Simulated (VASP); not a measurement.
# P (Fd-3m) in VASP: a series of runs

P is run at these levels: PBE; tasks: single point.

All numbers are computed with VASP 6.6.1; they aren't measurements. Logs are shortened: lines on timing, memory, paths and dates and some standing lists are left out, and cuts for length are marked.

### 1 The cell of the first run

It takes space group Fd-3m (No. 227, cubic). The conventional cell has a = 4.447 Å, b = 4.447 Å, c = 4.447 Å, α = 90.00°, β = 90.00°, γ = 90.00°. P (site symmetry -43m) has 4 P at 1.93 Å within 2.6 Å.

### 2 Single point, PBE

Contents of INCAR:

```
SYSTEM = P
ALGO = Normal ; EDIFF = 1E-7
ENCUT = 520 ; GGA = PE
ISIF = 2 ; ISMEAR = -1
LASPH = .True. ; LCHARG = .False.
LREAL = .False. ; LWAVE = .False.
NBANDS = 12 ; NELM = 100
PREC = Accurate ; SIGMA = 0.08
```

Contents of KPOINTS:

```
k-points
0
Gamma
  15 15 15
  0 0 0
```

Contents of POSCAR:

```
P
1.0
    0.0000000000      2.2235699041      2.2235699041
    2.2235699041      0.0000000000      2.2235699041
    2.2235699041      2.2235699041      0.0000000000
P
2
Direct
   -0.1250000000     -0.1250000000     -0.1250000000
    0.1250000000      0.1250000000      0.1250000000
```

Potentials or basis: VASP PAW PBE potentials, release 64 (P).

The run is started by

```sh
$ cat potpaw_PBE.64/P/POTCAR > POTCAR
$ mpirun -np 1 vasp_std > vasp.out
```

OUTCAR:

```text
SYSTEM = P
   EDIFF = 1E-7
   ENCUT = 520
   GGA = PE
   ISIF = 2
   ISMEAR = -1
   LASPH = .True.
   LREAL = .False.
   NELM = 100
   PREC = Accurate

 ion  position               nearest neighbor table
   1  0.875  0.875  0.875-   2 1.93   2 1.93   2 1.93   2 1.93
   2  0.125  0.125  0.125-   1 1.93   1 1.93   1 1.93   1 1.93

  LATTYP: Found a face centered cubic cell.
 ALAT       =     4.4471398082

  Lattice vectors:

 A1 = (   0.0000000000,   2.2235699041,   2.2235699041)
 A2 = (   2.2235699041,   0.0000000000,   2.2235699041)
 A3 = (   2.2235699041,   2.2235699041,   0.0000000000)

Analysis of symmetry for initial positions (statically):
=====================================================================
 Subroutine PRICEL returns:
 Original cell was already a primitive cell.

 Routine SETGRP: Setting up the symmetry group for a
 face centered cubic supercell.

 Subroutine GETGRP returns: Found 48 space group operations
 (whereof 12 operations were pure point group operations)
 out of a pool of 48 trial point group operations.

The static configuration has the point symmetry D_3d.
 The point group associated with its full space group is O_h .

Analysis of symmetry for dynamics (positions and initial velocities):
=====================================================================
 Subroutine PRICEL returns:
 Original cell was already a primitive cell.

 Routine SETGRP: Setting up the symmetry group for a
 face centered cubic supercell.

 Subroutine GETGRP returns: Found 48 space group operations
 (whereof 12 operations were pure point group operations)
 out of a pool of 48 trial point group operations.

The dynamic configuration has the point symmetry D_3d.
 The point group associated with its full space group is O_h .

 Subroutine INISYM returns: Found 48 space group operations
 (whereof 12 operations are pure point group operations),
 and found     1 'primitive' translations

----------------------------------------------------------------------------------------

                                     Primitive cell

  volume of cell :      21.9878

  direct lattice vectors                    reciprocal lattice vectors
     0.000000000  2.223569904  2.223569904    -0.224863630  0.224863630  0.224863630
     2.223569904  0.000000000  2.223569904     0.224863630 -0.224863630  0.224863630
     2.223569904  2.223569904  0.000000000     0.224863630  0.224863630 -0.224863630

  length of vectors
     3.144602715  3.144602715  3.144602715     0.389475232  0.389475232  0.389475232

  position of ions in fractional coordinates (direct lattice)
     0.875000000  0.875000000  0.875000000
     0.125000000  0.125000000  0.125000000

  ion indices of the primitive-cell ions
   primitive index   ion index
                 1           1
                 2           2

----------------------------------------------------------------------------------------

 KPOINTS: k-points

Automatic generation of k-mesh.
 Grid dimensions read from file:
 generate k-points for:   15   15   15

 Generating k-lattice:

  Cartesian coordinates                     Fractional coordinates (reciprocal lattice)
    -0.014990909  0.014990909  0.014990909     0.066666667  0.000000000  0.000000000
     0.014990909 -0.014990909  0.014990909     0.000000000  0.066666667  0.000000000
     0.014990909  0.014990909 -0.014990909     0.000000000  0.000000000  0.066666667

  Length of vectors
     0.025965015  0.025965015  0.025965015

  Shift w.r.t. Gamma in fractional coordinates (k-lattice)
     0.000000000  0.000000000  0.000000000

 Subroutine IBZKPT returns following result:
 ===========================================

 Found    120 irreducible k-points:

 Following reciprocal coordinates:
            Coordinates               Weight
  0.000000  0.000000  0.000000      1.000000
  0.066667  0.000000  0.000000      8.000000
  0.133333  0.000000  0.000000      8.000000
  0.200000  0.000000  0.000000      8.000000
  0.266667  0.000000  0.000000      8.000000
  0.333333  0.000000  0.000000      8.000000
[... 16 lines left out ...]
  0.133333  0.133333  0.000000      6.000000
  0.200000  0.133333  0.000000     24.000000
 [... further k-points ...]
   k-points           NKPTS =    120   k-points in BZ     NKDIM =    120   number of bands    NBANDS=     12
   number of dos      NEDOS =    301   number of ions     NIONS =      2
   total plane-waves  NPLWV =  13824
   dimension x,y,z NGX =    24 NGY =   24 NGZ =   24
   dimension x,y,z NGXF=    48 NGYF=   48 NGZF=   48
   ions per type =               2
   NGX,Y,Z   is equivalent  to a cutoff of  12.69, 12.69, 12.69 a.u.
   NGXF,Y,Z  is equivalent  to a cutoff of  25.38, 25.38, 25.38 a.u.
 SYSTEM =  P
   PREC   = accura    normal or accurate (medium, high low for compatibility)
   ISTART =      0    job   : 0-new  1-cont  2-samecut
   ICHARG =      2    charge: 1-file 2-atom 10-const
   ISPIN  =      1    spin polarized calculation?
   LNONCOLLINEAR =      F non collinear calculations
   LSORBIT =      F    spin-orbit coupling
   LASPH  =      T    aspherical Exc in radial PAW
   ENCUT  =  520.0 eV  38.22 Ry    6.18 a.u.   5.85  5.85  5.85*2*pi/ulx,y,z
   NELM   =    100;   NELMIN=  2; NELMDL= -5     # of ELM steps
   EDIFF  = 0.1E-06   stopping-criterion for ELM
   LREAL  =      F    real-space projection
   EDIFFG = 0.1E-05   stopping-criterion for IOM
   NSW    =      0    number of steps for IOM
   IBRION =     -1    ionic relax: 0-MD 1-quasi-New 2-CG
   NFREE  =      0    steps in history (QN), initial steepest desc. (CG)
   ISIF   =      2    stress and relaxation
   ISYM   =      2    0-nonsym 1-usesym 2-fastsym
   POTIM  = 0.5000    time-step for ionic-motion
   TEBEG  =    0.0;   TEEND  =   0.0 temperature during run
   PSTRESS=    0.0 pullay stress
   NELECT =      10.0000    total number of electrons
   NUPDOWN=      -1.0000    fix difference up-down
   EMIN   =  10.00;   EMAX   =-10.00  energy-range for DOS
   EFERMI =   0.00;   METHOD = LEGACY
   ISMEAR =    -1;   SIGMA  =   0.08  broadening in eV -4-tet -1-fermi 0-gaus
   EFERMI_NEDOS =   21; number of points for ismear=-14 and -15
   IALGO  =     38    algorithm
   IMIX   =      4    mixing-type and parameters
     AMIX     =   0.40;   BMIX     =  1.00
     AMIX_MAG =   1.60;   BMIX_MAG =  1.00
  volume/ion in A,a.u.               =      10.99        74.19
  Fermi-wavevector in a.u.,A,eV,Ry     =   1.258966  2.379101 21.565176  1.584996
  Thomas-Fermi vector in A             =   2.392549
   LORBIT       =      0    0 simple, 1 ext, 2 COOP (PROOUT), +10 PAW based schemes
   GGA     = PE    functional components
   LHFCALC =     F    Hartree Fock is set to
   AEXX    =    0.0000 exact exchange contribution
   IVDW    =     0    specifies the selected vdW correction
   LEPSILON=     F    determine dielectric tensor
   LRPA    =     F    only Hartree local field effects (RPA)
 non-spin polarized calculation
  energy-cutoff  :      520.00
  volume of cell :       21.99
 maximum number of plane-waves:       609
   NGX = 11   NGY = 11   NGZ = 11

 number of electron      10.0000001 magnetization

 Free energy of the ion-electron system (eV)
  ---------------------------------------------------
  ext. energy  EPLUGINS =         0.00000000
  ---------------------------------------------------
  free energy    TOTEN  =        -6.01853831 eV

  energy without entropy =       -5.99637008  energy(sigma->0) =       -6.00745420

 E-fermi :  14.4645     XC(G=0): -12.3456

 val. band max:       14.4625061261   @ k =  -0.2667   0.0667   0.0000
 cond. band min:      14.4864984509   @ k =  -0.1333   0.0667   0.0000
 fundamental gap:      0.0239923248
 Fermi energy:        14.4644657907

 k-point     1 :       0.0000    0.0000    0.0000
  band No.  band energies     occupation
      1      -6.6146      2.00000
      2      10.0769      2.00000
      3      10.0769      2.00000
      4      10.0769      2.00000
      5      13.8850      1.99857
      6      13.8850      1.99857
      7      13.8850      1.99857
      8      18.8023      0.00000
      9      20.4832      0.00000
     10      20.4832      0.00000
     11      22.7728      0.00000
     12      26.4742      0.00000

 k-point     2 :       0.0667    0.0000    0.0000
  band No.  band energies     occupation
      1      -6.5268      2.00000
      2       9.3809      2.00000
      3       9.9452      2.00000
      4       9.9452      2.00000
      5      14.0874      1.98220
      6      14.0874      1.98220
      7      14.1179      1.97405
      8      19.1250      0.00000
      9      20.2447      0.00000
     10      20.2447      0.00000
     11      23.1101      0.00000
     12      26.2151      0.00000

 k-point     3 :       0.1333    0.0000    0.0000
  band No.  band energies     occupation
      1      -6.2647      2.00000
      2       7.8768      2.00000
      3       9.6333      2.00000
      4       9.6333      2.00000
      5      14.3358      1.66626
      6      14.5608      0.46142
      7      14.5608      0.46142
      8      19.8012      0.00000
      9      19.8012      0.00000
     10      20.0157      0.00000
     11      23.8915      0.00000
     12      25.8597      0.00000
[... 286 lines left out ...]
 k-point    23 :       0.1333    0.1333    0.0000
  band No.  band energies     occupation
      1      -6.1471      2.00000
      2       8.5499      2.00000
      3       8.8071      2.00000
      4       8.8071      2.00000
      5      13.0651      2.00000
      6      15.7160      0.00000
      7      15.7160      0.00000
      8      17.6582      0.00000
      9      20.9049      0.00000
     10      20.9969      0.00000
     11      24.4391      0.00000
     12      27.2277      0.00000

 k-point    24 :       0.2000    0.1333    0.0000
  band No.  band energies     occupation
      1      -5.8286      2.00000
      2       7.2267      2.00000
      3       8.3868      2.00000
      4       8.6488      2.00000
      5      13.0240      2.00000
      6      16.2280      0.00000
      7      16.3955      0.00000
      8      16.8939      0.00000
      9      21.1571      0.00000
     10      21.9312      0.00000
     11      25.2718      0.00000
     12      27.0346      0.00000

 [... further k-points ...]

------------------------ aborting loop because EDIFF is reached ----------------------------------------

  FORCE on cell =-STRESS in cart. coord.  units (eV):
  Direction    XX          YY          ZZ          XY          YZ          ZX
  --------------------------------------------------------------------------------------
  -------------------------------------------------------------------------------------
  Total       16.1798855     16.1798855     16.1798855      0.0000000     -0.0000000      0.0000000
  in kB     1178.9724815   1178.9724815   1178.9724815      0.0000000     -0.0000000      0.0000000
  external PRESSURE =    1178.9724815 kB  Pullay stress =       0.0000000 kB

 VOLUME and BASIS-vectors are now :
 -----------------------------------------------------------------------------
  energy-cutoff  :      520.00
  volume of cell :       21.99
      direct lattice vectors                 reciprocal lattice vectors
     0.000000000  2.223569904  2.223569904    -0.224863630  0.224863630  0.224863630
     2.223569904  0.000000000  2.223569904     0.224863630 -0.224863630  0.224863630
     2.223569904  2.223569904  0.000000000     0.224863630  0.224863630 -0.224863630

 POSITION                                       TOTAL-FORCE (eV/Angst)
 -----------------------------------------------------------------------------------
      3.89125      3.89125      3.89125        -0.000000     -0.000000     -0.000000
      0.55589      0.55589      0.55589         0.000000      0.000000      0.000000
 -----------------------------------------------------------------------------------
    total drift:                                0.000000      0.000000      0.000000

  FREE ENERGIE OF THE ION-ELECTRON SYSTEM (eV)
  ---------------------------------------------------
  free  energy   TOTEN  =        -6.0185383062 eV

  energy  without entropy=       -5.9963700850  energy(sigma->0) =       -6.00745420
```

Wall time 17 s (1 thread of AMD EPYC 9R14 (Zen 4), shared host); peak memory 0.12 GiB.

What came out:

```yaml
Free_energy: -6.0185 eV
Pressure: 117.9 GPa
Band_gap_on_the_k_mesh: zero (band 5 reaches 15.22 eV, above the bottom of band 6 at 11.32 eV)
```

### 3 Single point, PBE

Contents of INCAR:

```
ALGO = Normal
EDIFF = 1E-7
ENCUT = 520
GGA = PE
ISIF = 2
ISMEAR = -1
LASPH = T
LCHARG = F
LREAL = F
LWAVE = F
NBANDS = 12
NELM = 60
PREC = Accurate
SIGMA = 0.08
```

Contents of KPOINTS:

```
k-points
0
Gamma
  15 15 15
```

Contents of POSCAR:

```
P
1.0
    0.0000000000      2.2229671044      2.2229671044
    2.2229671044      0.0000000000      2.2229671044
    2.2229671044      2.2229671044      0.0000000000
P
2
Direct
   -0.1250000000     -0.1250000000     -0.1250000000
    0.1250000000      0.1250000000      0.1250000000
```

Potentials or basis: VASP PAW PBE potentials, release 64 (P).

The run is started by

```sh
$ cat potpaw_PBE.64/P/POTCAR > POTCAR
$ mpirun -np 1 vasp_std > vasp.out
```

OUTCAR:

```text
EDIFF = 1E-7
   ENCUT = 520
   GGA = PE
   ISIF = 2
   ISMEAR = -1
   LASPH = T
   LREAL = F
   NELM = 60
   PREC = Accurate

 ion  position               nearest neighbor table
   1  0.875  0.875  0.875-   2 1.93   2 1.93   2 1.93   2 1.93
   2  0.125  0.125  0.125-   1 1.93   1 1.93   1 1.93   1 1.93

  LATTYP: Found a face centered cubic cell.
 ALAT       =     4.4459342088

  Lattice vectors:

 A1 = (   0.0000000000,   2.2229671044,   2.2229671044)
 A2 = (   2.2229671044,   0.0000000000,   2.2229671044)
 A3 = (   2.2229671044,   2.2229671044,   0.0000000000)

Analysis of symmetry for initial positions (statically):
=====================================================================
 Subroutine PRICEL returns:
 Original cell was already a primitive cell.

 Routine SETGRP: Setting up the symmetry group for a
 face centered cubic supercell.

 Subroutine GETGRP returns: Found 48 space group operations
 (whereof 12 operations were pure point group operations)
 out of a pool of 48 trial point group operations.

The static configuration has the point symmetry D_3d.
 The point group associated with its full space group is O_h .

Analysis of symmetry for dynamics (positions and initial velocities):
=====================================================================
 Subroutine PRICEL returns:
 Original cell was already a primitive cell.

 Routine SETGRP: Setting up the symmetry group for a
 face centered cubic supercell.

 Subroutine GETGRP returns: Found 48 space group operations
 (whereof 12 operations were pure point group operations)
 out of a pool of 48 trial point group operations.

The dynamic configuration has the point symmetry D_3d.
 The point group associated with its full space group is O_h .

 Subroutine INISYM returns: Found 48 space group operations
 (whereof 12 operations are pure point group operations),
 and found     1 'primitive' translations
[... 114 lines left out ...]
     AMIX     =   0.40;   BMIX     =  1.00
     AMIX_MAG =   1.60;   BMIX_MAG =  1.00
  volume/ion in A,a.u.               =      10.98        74.13
  Fermi-wavevector in a.u.,A,eV,Ry     =   1.259308  2.379746 21.576873  1.585855
  Thomas-Fermi vector in A             =   2.392874
   LORBIT       =      0    0 simple, 1 ext, 2 COOP (PROOUT), +10 PAW based schemes
   GGA     = PE    functional components
   LHFCALC =     F    Hartree Fock is set to
   AEXX    =    0.0000 exact exchange contribution
   IVDW    =     0    specifies the selected vdW correction
   LEPSILON=     F    determine dielectric tensor
   LRPA    =     F    only Hartree local field effects (RPA)
 non-spin polarized calculation
  energy-cutoff  :      520.00
  volume of cell :       21.97
 maximum number of plane-waves:       609
   NGX = 11   NGY = 11   NGZ = 11

 number of electron      10.0000001 magnetization

 Free energy of the ion-electron system (eV)
  ---------------------------------------------------
  ext. energy  EPLUGINS =         0.00000000
  ---------------------------------------------------
  free energy    TOTEN  =        -6.00535327 eV

  energy without entropy =       -5.98316017  energy(sigma->0) =       -5.99425672

 E-fermi :  14.4773     XC(G=0): -12.3494

 val. band max:       14.4609050556   @ k =   0.0667   0.0667   0.0000
 cond. band min:      14.4783148792   @ k =  -0.2667   0.0667   0.0000
 fundamental gap:      0.0174098236
 Fermi energy:        14.4772698305

 k-point     1 :       0.0000    0.0000    0.0000
  band No.  band energies     occupation
      1      -6.6101      2.00000
      2      10.0895      2.00000
      3      10.0895      2.00000
      4      10.0895      2.00000
      5      13.8980      1.99857
      6      13.8980      1.99857
      7      13.8980      1.99857
      8      18.8294      0.00000
      9      20.4958      0.00000
     10      20.4958      0.00000
     11      22.7911      0.00000
     12      26.4910      0.00000
[... 331 lines left out ...]
 k-point    24 :       0.2000    0.1333    0.0000
  band No.  band energies     occupation
      1      -5.8235      2.00000
      2       7.2385      2.00000
      3       8.3980      2.00000
      4       8.6608      2.00000
      5      13.0364      2.00000
      6      16.2430      0.00000
      7      16.4102      0.00000
      8      16.9059      0.00000
      9      21.1701      0.00000
     10      21.9564      0.00000
     11      25.2912      0.00000
     12      27.0526      0.00000

 [... further k-points ...]
[... 5 lines left out ...]
  --------------------------------------------------------------------------------------
  -------------------------------------------------------------------------------------
  Total       16.2219924     16.2219924     16.2219924     -0.0000000      0.0000000     -0.0000000
  in kB     1183.0025277   1183.0025277   1183.0025277     -0.0000000      0.0000000     -0.0000000
  external PRESSURE =    1183.0025277 kB  Pullay stress =       0.0000000 kB

 VOLUME and BASIS-vectors are now :
 -----------------------------------------------------------------------------
  energy-cutoff  :      520.00
  volume of cell :       21.97
      direct lattice vectors                 reciprocal lattice vectors
     0.000000000  2.222967104  2.222967104    -0.224924606  0.224924606  0.224924606
     2.222967104  0.000000000  2.222967104     0.224924606 -0.224924606  0.224924606
     2.222967104  2.222967104  0.000000000     0.224924606  0.224924606 -0.224924606

 POSITION                                       TOTAL-FORCE (eV/Angst)
 -----------------------------------------------------------------------------------
      3.89019      3.89019      3.89019        -0.000000     -0.000000     -0.000000
      0.55574      0.55574      0.55574         0.000000      0.000000      0.000000
 -----------------------------------------------------------------------------------
    total drift:                                0.000000      0.000000      0.000000

  FREE ENERGIE OF THE ION-ELECTRON SYSTEM (eV)
  ---------------------------------------------------
  free  energy   TOTEN  =        -6.0053532723 eV

  energy  without entropy=       -5.9831601687  energy(sigma->0) =       -5.99425672
```

OSZICAR:

```text
N       E                     dE             d eps       ncg     rms          rms(c)
DAV:   1     0.226738594210E+02    0.22674E+02   -0.48294E+03  2888   0.748E+02
DAV:   2    -0.552571138434E+01   -0.28200E+02   -0.27017E+02  3760   0.124E+02
DAV:   3    -0.635283681233E+01   -0.82713E+00   -0.81909E+00  3708   0.190E+01
DAV:   4    -0.635746492899E+01   -0.46281E-02   -0.46052E-02  3436   0.160E+00
DAV:   5    -0.635749204331E+01   -0.27114E-04   -0.27112E-04  3736   0.114E-01    0.159E+01
DAV:   6    -0.610593531198E+01    0.25156E+00   -0.14947E-01  3320   0.198E+00    0.976E+00
DAV:   7    -0.600784478594E+01    0.98091E-01   -0.23855E-01  3368   0.257E+00    0.604E-01
DAV:   8    -0.600536063344E+01    0.24842E-02   -0.14202E-02  3188   0.731E-01    0.153E-01
DAV:   9    -0.600535169938E+01    0.89341E-05   -0.17485E-04  3656   0.928E-02    0.130E-01
DAV:  10    -0.600535471158E+01   -0.30122E-05   -0.64174E-06  3420   0.198E-02    0.102E-01
DAV:  11    -0.600535330580E+01    0.14058E-05   -0.25497E-06  3428   0.887E-03    0.636E-03
DAV:  12    -0.600535327232E+01    0.33482E-07   -0.38630E-08  2232   0.145E-03
   1 F= -.60053533E+01 E0= -.59942567E+01  d E =-.221931E-01
```

It took 17 s on 1 thread of AMD EPYC 9R14 (Zen 4), shared host; peak memory 0.12 GiB.

What came out:

```
Free energy            : -6.0054 eV
Pressure               : 118.3 GPa
Band gap on the k mesh : zero (band 5 reaches 15.23 eV, above the bottom of band 6 at 11.33 eV)
```

Levels at points of the mesh, in eV from the Fermi level:
```
           k point  band 2  band 3  band 4  band 5  band 6  band 7  band 8  band 9
(0.00, 0.00, 0.00)   -4.39   -4.39   -4.39   -0.58   -0.58   -0.58    4.35    6.02
```
